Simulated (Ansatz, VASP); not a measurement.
**Two plane-wave programs on FePt**

```
CELL_PARAMETERS angstrom
2.70577 0.00000 0.00000
-1.35289 2.34327 0.00000
0.00000 0.00000 4.32649
ATOMIC_POSITIONS crystal
Fe 0.33333 0.66667 0.00000
Pt 0.66667 0.33333 0.50000
```

Alike in both runs: task single point; functional PBE; k mesh 6 × 6 × 4; occupations gaussian, width 0.1 eV; collinear spin.

|  | VASP | Ansatz |
| --- | --- | --- |
| version | VASP 6.6.1 | Ansatz 0.2.0 |
| potentials or method | VASP PAW PBE potentials, release 64 (Fe, Pt), cutoff 520 eV | scalar-relativistic, plane waves, PAW |
| valence electrons in the cell | 18 | 34 |

```csv
,VASP,Ansatz,Ansatz less VASP
gap on the k mesh at the Fermi level (eV),none,none,-
pressure (GPa),4.8,5.3,+0.50
"traceless stress, the component that is largest in VASP (GPa)",2.05,2.09,+0.039
net moment per atom (μB),1.55,1.55,+0.004
size of the moment on the site where the two differ most (μB),0.26,0.30,+0.044
```

Site moments also hang on the region over which each program counts them. A gap of «none» marks a metal or a gap that the smearing closes. VASP's potentials hold 18 valence electrons a cell and Ansatz's 34, so a difference there can come from the potentials and not from the codes.

The k mesh is coarse, so the values compare programs but aren't converged. Neither program's run includes spin-orbit coupling.
